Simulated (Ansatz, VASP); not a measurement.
MoW2 in VASP and in Ansatz

INCAR

```
SYSTEM = MoW2
PREC     = Accurate       ! precision mode
ENCUT    = 600            ! plane-wave cutoff, eV
EDIFF    = 1E-6           ! SCF threshold, eV
ISMEAR   = 0              ! smearing method
SIGMA    = 0.1            ! smearing width, eV
LREAL    = .FALSE.        ! projectors in reciprocal space
LASPH    = .TRUE.         ! aspherical terms in the spheres
NELM     = 80             ! most SCF steps
ALGO     = Fast           ! electronic algorithm
ISIF     = 3              ! what is computed and relaxed
LWAVE    = .FALSE.        ! write WAVECAR
LCHARG   = .FALSE.        ! write CHGCAR
GGA      = PE             ! functional
IBRION   = 2              ! ionic algorithm
NSW      = 90             ! ionic steps
EDIFFG   = -0.04          ! ionic threshold
```

File KPOINTS:

```
regular mesh
0
G
  6 6 6
  0 0 0
```

POSCAR

```
MoW2
1.0
    4.6205946987      0.0000000000      0.0000000000
   -2.3102973493      4.0015523896      0.0000000000
    0.0000000000      0.0000000000      2.6844865791
Mo W
1 2
Direct
    0.0000000000      0.0000000000      0.0000000000
    0.3333333333      0.6666666667      0.5000000000
    0.6666666667      0.3333333333      0.5000000000
```

Input for Ansatz:

```yaml
crystal:
  lattice:
    - [4.6205946987, 0.0, 0.0]
    - [-2.3102973493, 4.0015523896, 0.0]
    - [0.0, 0.0, 2.6844865791]
  atoms:
    - { symbol: Mo, position: [0.0, 0.0, 0.0] }
    - { symbol: W, position: [0.3333333333, 0.6666666667, 0.5] }
    - { symbol: W, position: [0.6666666667, 0.3333333333, 0.5] }
basis:
  ecutwfc: 420
kpoints:
  mp_grid: { grid: [6, 6, 6] }
hamiltonian:
  xc: pbe
scf:
  occupations: { method: gaussian, width: 0.1 }
  lower_state_search: "off"
output:
  forces: true
  stress: true
  eigenvalues: true
relax:
  adjacent_minimum: "off"
  f_tol: 0.04
  max_steps: 70
  cell: { stress_tol: 0.4 }
```

Alike in both runs: task relaxation of cell and atoms; functional PBE; k mesh 6 × 6 × 6; occupations gaussian, width 0.1 eV; no spin polarisation.

|  | VASP | Ansatz |
| --- | --- | --- |
| version | VASP 6.6.1 | Ansatz 0.2.0 |
| potentials or method | VASP PAW PBE potentials, release 64 (Mo_sv, W_sv), cutoff 600 eV | scalar-relativistic, plane waves, PAW |
| valence electrons in the cell | 42 | 42 |

|  | VASP | Ansatz | Ansatz less VASP |
| --- | --- | --- | --- |
| gap on the k mesh at the Fermi level, each at its own relaxed structure (eV) | none | none | - |
| relaxed volume (Å³/atom) | 16.48 | 16.45 | -0.033 |
| relaxed cell length with the largest relative difference (Å) | 2.581 | 2.578 | -0.0024 |

A gap of «none» marks a metal or a gap that the smearing closes.

The k mesh is coarse, so the values compare programs but aren't converged. Neither program's run includes spin-orbit coupling.
